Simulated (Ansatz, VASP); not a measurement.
# Ca: VASP beside Ansatz

INCAR

```
ALGO = Normal ; EDIFF = 1E-7
ENCUT = 520 ; GGA = PE
ISIF = 2 ; ISMEAR = 0
LASPH = T ; LCHARG = T
LELF = T ; LREAL = F
LVHAR = T ; LWAVE = F
NBANDS = 11 ; NELM = 80
PREC = Accurate ; SIGMA = 0.1
```

The input KPOINTS:

```
k-points
0
Gamma
  12 12 12
```

File POSCAR:

```
Ca
1.0
    0.0000000000      2.9375340217      2.9375340217
    2.9375340217      0.0000000000      2.9375340217
    2.9375340217      2.9375340217      0.0000000000
Ca
1
Direct
    0.0000000000      0.0000000000      0.0000000000
```

Input for Ansatz:

```yaml
crystal:
  lattice:
    - [0.0, 2.9375340217, 2.9375340217]
    - [2.9375340217, 0.0, 2.9375340217]
    - [2.9375340217, 2.9375340217, 0.0]
  atoms:
    - { symbol: Ca, position: [0.0, 0.0, 0.0] }
basis:
  ecutwfc: 420
kpoints:
  mp_grid: { grid: [12, 12, 12] }
hamiltonian:
  xc: pbe
scf:
  occupations: { method: gaussian, width: 0.1 }
output:
  forces: true
  stress: true
  eigenvalues: true
```

Alike in both runs: task single point; functional PBE; k mesh 12 × 12 × 12; occupations gaussian, width 0.1 eV; no spin polarisation.

|  | VASP | Ansatz |
| --- | --- | --- |
| version | VASP 6.6.1 | Ansatz 0.2.0 |
| potentials or method | VASP PAW PBE potentials, release 64 (Ca_sv), cutoff 520 eV | scalar-relativistic, plane waves, PAW |
| valence electrons in the cell | 10 | 10 |

```csv
,VASP,Ansatz,Ansatz less VASP
gap on the k mesh at the Fermi level (eV),none,none,-
pressure (GPa),-2.3,-2.3,0.00
```

A gap of «none» marks a metal or a gap that the smearing closes. With one functional, cell and mesh, what is left measures potentials, basis and numerics.
